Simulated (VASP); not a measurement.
## Be: single point with PBE

Be:

```
Be
1.0
     2.47706    0.00000    0.00000
    -1.23853    2.14520    0.00000
     0.00000    0.00000    3.10316
Be
2
Direct
  0.33333 0.66667 0.25000
  0.66667 0.33333 0.75000
```

This cell differs from its parent crystal: ratio of the length along z to the lengths across it x 0.8, volume and fractional coordinates fixed.

- Program: VASP 6.6.1
- Task: single point
- Functional: PBE
- Potentials or basis: VASP PAW PBE potentials, release 64 (Be)
- Cutoff: 520 eV
- k mesh: 24 × 24 × 14
- Occupations: gaussian, width 0.15 eV
- Spin: no spin polarisation
- Dipole correction: no
- Further INCAR settings: ALGO = Normal; EDIFF = 1e-06; NBANDS = 9

```json
{
 "Pressure": "2.3 GPa",
 "Band gap on the k mesh": "zero (band 2 reaches 8.23 eV, above the bottom of band 3 at 4.33 eV)"
}
```

Stress tensor (GPa, compression positive):
```
-12.16   0.00   0.00
  0.00 -12.16   0.00
  0.00   0.00  31.17
```

Levels at points of the mesh, in eV from the Fermi level:
```csv
k point,band 1,band 2,band 3,band 4,band 5
"(0.00, 0.00, 0.00)",-10.86,-1.39,5.34,11.37,11.37
"(0.50, 0.00, 0.00)",-5.37,-3.89,4.84,5.93,8.10
"(0.00, 0.00, 0.50)",-7.98,-7.98,14.05,14.05,14.05
"(0.50, 0.00, 0.50)",-3.53,-3.53,1.32,1.32,9.56
```

Run time: 36 s on 1 thread of Intel(R) Xeon(R) Platinum 8488C (Sapphire Rapids) (shared host), peak memory 0.16 GiB.
